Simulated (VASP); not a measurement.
AgCl:

```
Ag Cl
1.0
     0.00000    2.80603    2.80603
     2.80603    0.00000    2.80603
     2.80603    2.80603    0.00000
Ag Cl
1 1
Direct
  0.00000 0.00000 0.00000
  0.50000 0.50000 0.50000
```

- Program: VASP 6.6.1
- Task: relaxation of cell and atoms
- Functional: LDA
- Potentials or basis: VASP PAW LDA potentials, release 64 (Ag, Cl)
- Cutoff: 600 eV
- k mesh: 8 × 8 × 8
- Occupations: fermi-dirac, width 0.02 eV
- Spin: no spin polarisation

At the start: pressure -6.8 GPa; volume 22.09 Å³/atom.

Where does the relaxation end?

Over 3 steps the energy falls by 70.4 meV/atom and the volume is 19.21 Å³/atom (-13.0 %); space group Fm-3m (No. 225, to 0.05 Å).

The path:
```
step  energy change (eV)  largest force (eV/Å)  pressure (GPa)  volume (Å³)
   1              0.0000                0.0000           -6.76        44.19
   2             -0.1408                0.0000           -0.12        38.49
   3             -0.1408                0.0000           -0.02        38.43
```

Final structure:
```
CELL_PARAMETERS angstrom
0.00000 2.67834 2.67834
2.67834 0.00000 2.67834
2.67834 2.67834 0.00000
ATOMIC_POSITIONS crystal
Ag 0.00000 0.00000 0.00000
Cl 0.50000 0.50000 0.50000
```
